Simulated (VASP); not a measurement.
# Fe (P6_3/mmc) in VASP: notebook, part 2 of 2

VASP 6.6.1. The steps go on from the part before.

**4. Single point, PBEsol, non-collinear spin, typed start**

The input, INCAR:

```
SYSTEM = Fe
PREC = Accurate
ENCUT = 520
EDIFF = 1E-6
ISMEAR = -1
SIGMA = 0.1
LREAL = .False.
LASPH = .True.
NELM = 150
ALGO = Normal
ISIF = 2
LWAVE = .False.
LCHARG = .False.
LNONCOLLINEAR = .True.
MAGMOM = 0 0 3 0 0 3
LORBIT = 11
LMAXMIX = 4
GGA = PS
NBANDS = 28
```

The input, KPOINTS:

```
Automatic mesh
0
Gamma
  14 14 8
  0 0 0
```

The input, POSCAR:

```
Fe
1.0
    2.3470000000      0.0000000000      0.0000000000
   -1.1735000000      2.0325616227      0.0000000000
    0.0000000000      0.0000000000      3.7970000000
Fe
2
Direct
    0.3333333333      0.6666666667      0.2500000000
    0.6666666667      0.3333333333      0.7500000000
```

Potentials or basis: VASP PAW PBE potentials, release 64 (Fe).

Launch:

```sh
$ cat potpaw_PBE.64/Fe/POTCAR > POTCAR
$ mpirun -np 1 vasp_ncl > vasp.out
```

OUTCAR:

```text
SYSTEM = Fe
   PREC = Accurate
   ENCUT = 520
   EDIFF = 1E-6
   ISMEAR = -1
   LREAL = .False.
   LASPH = .True.
   NELM = 150
   ISIF = 2
   LNONCOLLINEAR = .True.
   LORBIT = 11
   GGA = PS

 ion  position               nearest neighbor table
   1  0.333  0.667  0.250-   2 2.33   2 2.33   2 2.33   2 2.33   2 2.33   2 2.33
   2  0.667  0.333  0.750-   1 2.33   1 2.33   1 2.33   1 2.33   1 2.33   1 2.33

  LATTYP: Found a hexagonal cell.
 ALAT       =     2.3470000000
 C/A-ratio  =     1.6178099702

  Lattice vectors:

 A1 = (   2.3470000000,   0.0000000000,   0.0000000000)
 A2 = (  -1.1735000000,   2.0325616227,   0.0000000000)
 A3 = (   0.0000000000,   0.0000000000,   3.7970000000)

Analysis of symmetry for initial positions (statically):
=====================================================================
 Subroutine PRICEL returns:
 Original cell was already a primitive cell.

 Routine SETGRP: Setting up the symmetry group for a
 hexagonal supercell.

 Subroutine GETGRP returns: Found 24 space group operations
 (whereof 12 operations were pure point group operations)
 out of a pool of 24 trial point group operations.

The static configuration has the point symmetry D_3d.
 The point group associated with its full space group is D_6h.

Analysis of symmetry for dynamics (positions and initial velocities):
=====================================================================
 Subroutine PRICEL returns:
 Original cell was already a primitive cell.

 Routine SETGRP: Setting up the symmetry group for a
 hexagonal supercell.

 Subroutine GETGRP returns: Found 24 space group operations
 (whereof 12 operations were pure point group operations)
 out of a pool of 24 trial point group operations.

The dynamic configuration has the point symmetry D_3d.
 The point group associated with its full space group is D_6h.

Analysis of structural, dynamic, and magnetic symmetry:
=====================================================================
 Subroutine PRICEL returns:
[... 157 lines left out ...]
  free energy    TOTEN  =       -17.76486738 eV

  energy without entropy =      -17.68980357  energy(sigma->0) =      -17.72733547

 E-fermi :   8.1602     XC(G=0): -14.6571

 val. band max:        8.1592778845   @ k =   0.1429   0.1429   0.1250
 cond. band min:       8.1639734232   @ k =   0.4286  -0.0000   0.2500
 fundamental gap:      0.0046955387
 Fermi energy:         8.1601819082

 k-point     1 :       0.0000    0.0000    0.0000
  band No.  band energies     occupation
      1      -1.4878      1.00000
      2      -1.4877      1.00000
      3       2.4490      1.00000
      4       2.4524      1.00000
      5       6.1692      1.00000
      6       6.1748      1.00000
[... 733 lines left out ...]
     27      20.7201      0.00000
     28      20.7221      0.00000

 [... further k-points ...]
[... 5 lines left out ...]
  --------------------------------------------------------------------------------------
  -------------------------------------------------------------------------------------
  Total        4.0045910      4.0045910      2.5139499      0.0000001     -0.0000000      0.0000000
  in kB      354.2185834    354.2185834    222.3667226      0.0000115     -0.0000000      0.0000000
  external PRESSURE =     310.2679631 kB  Pullay stress =       0.0000000 kB

 VOLUME and BASIS-vectors are now :
 -----------------------------------------------------------------------------
  energy-cutoff  :      520.00
  volume of cell :       18.11
      direct lattice vectors                 reciprocal lattice vectors
     2.347000000  0.000000000  0.000000000     0.426075841  0.245995002  0.000000000
    -1.173500000  2.032561623  0.000000000     0.000000000  0.491990004  0.000000000
     0.000000000  0.000000000  3.797000000     0.000000000  0.000000000  0.263365815

 POSITION                                       TOTAL-FORCE (eV/Angst)
 -----------------------------------------------------------------------------------
     -0.00000      1.35504      0.94925        -0.000000     -0.000000      0.000000
      1.17350      0.67752      2.84775         0.000000      0.000000      0.000000
 -----------------------------------------------------------------------------------
    total drift:                               -0.000000     -0.000000     -0.000000

  FREE ENERGIE OF THE ION-ELECTRON SYSTEM (eV)
  ---------------------------------------------------
  free  energy   TOTEN  =       -17.7648673834 eV

  energy  without entropy=      -17.6898035651  energy(sigma->0) =      -17.72733547

 total charge

# of ion       s       p       d       tot
------------------------------------------
    1        0.603   0.774   6.476   7.852
    2        0.603   0.774   6.476   7.852
--------------------------------------------------
tot          1.206   1.547  12.951  15.705

 magnetization (x)

# of ion       s       p       d       tot
------------------------------------------
    1        0.000   0.000  -0.000  -0.000
    2        0.000   0.000  -0.000  -0.000
--------------------------------------------------
tot          0.000   0.000  -0.000  -0.000

 magnetization (y)

# of ion       s       p       d       tot
------------------------------------------
    1        0.000   0.000   0.000   0.000
    2       -0.000  -0.000   0.000   0.000
--------------------------------------------------
tot         -0.000  -0.000   0.000   0.000

 magnetization (z)

# of ion       s       p       d       tot
------------------------------------------
    1        0.000   0.000  -0.004  -0.003
    2        0.000   0.000  -0.004  -0.003
--------------------------------------------------
tot          0.000   0.000  -0.007  -0.007
```

OSZICAR:

```text
N       E                     dE             d eps       ncg     rms          rms(c)
DAV:   1     0.118370546339E+03    0.11837E+03   -0.66701E+03  9600   0.158E+03
DAV:   2    -0.117271930251E+02   -0.13010E+03   -0.11984E+03  9520   0.319E+02
DAV:   3    -0.186518205577E+02   -0.69246E+01   -0.62828E+01 10136   0.104E+02
DAV:   4    -0.187411650081E+02   -0.89344E-01   -0.89160E-01 10420   0.136E+01
DAV:   5    -0.187421395453E+02   -0.97454E-03   -0.97451E-03 10416   0.126E+00    0.247E+01
DAV:   6    -0.176662199015E+02    0.10759E+01   -0.10760E+01 10420   0.688E+01    0.270E+00
DAV:   7    -0.177743606482E+02   -0.10814E+00   -0.68447E-01 10416   0.110E+01    0.275E+00
DAV:   8    -0.177717310797E+02    0.26296E-02   -0.99754E-03 10504   0.147E+00    0.131E+00
DAV:   9    -0.177671115222E+02    0.46196E-02   -0.18849E-02 11688   0.163E+00    0.415E-01
DAV:  10    -0.177649457632E+02    0.21658E-02   -0.52529E-03 10732   0.711E-01    0.863E-02
DAV:  11    -0.177648623925E+02    0.83371E-04   -0.12287E-04  9968   0.150E-01    0.354E-02
DAV:  12    -0.177648701226E+02   -0.77301E-05   -0.88839E-06 10564   0.374E-02    0.106E-02
DAV:  13    -0.177648682289E+02    0.18937E-05   -0.20832E-06  9420   0.260E-02    0.497E-03
DAV:  14    -0.177648673834E+02    0.84549E-06   -0.10316E-06  6164   0.185E-02
   1 F= -.17764867E+02 E0= -.17727335E+02  d E =-.750638E-01  mag=    -0.0000     0.0000    -0.0066
```

stdout:

```text
POSCAR found type information on POSCAR Fe
 POSCAR found :  1 types and       2 ions
 scaLAPACK will be used
 -----------------------------------------------------------------------------
|                                                                             |
|                                                                             |
|     You enforced a specific xc type in the INCAR file but a different       |
|     I HOPE YOU KNOW WHAT YOU ARE DOING!                                     |
|                                                                             |
 -----------------------------------------------------------------------------

 LDA part: xc-table for (Slater+PW92), standard interpolation
 POSCAR, INCAR and KPOINTS ok, starting setup
 FFT: planning ... GRIDC
 FFT: planning ... GRID_SOFT
 FFT: planning ... GRID
 WAVECAR not read
 entering main loop
```

Wall time 71 s (1 thread of Intel Xeon 6975P-C (Granite Rapids), shared host); peak memory 0.25 GiB.

What came out:

* Free energy: -17.7649 eV
* Pressure: 31.0 GPa
* Band gap on the k mesh: zero (band 16 reaches 9.35 eV, above the bottom of band 17 at 7.09 eV)
* Net moment: 0.01 μB per cell
* Valence electrons inside the program's atomic spheres: Fe 7.85

Moments on the atoms (μB; x, y, z):
```
Fe  0.00 0.00 0.00
Fe  0.00 0.00 0.00
```

Caveat: the starting moments collapsed, and a magnetic state may lie lower; the PAW data sets were made with another functional, which shifts forces and pressure a little.
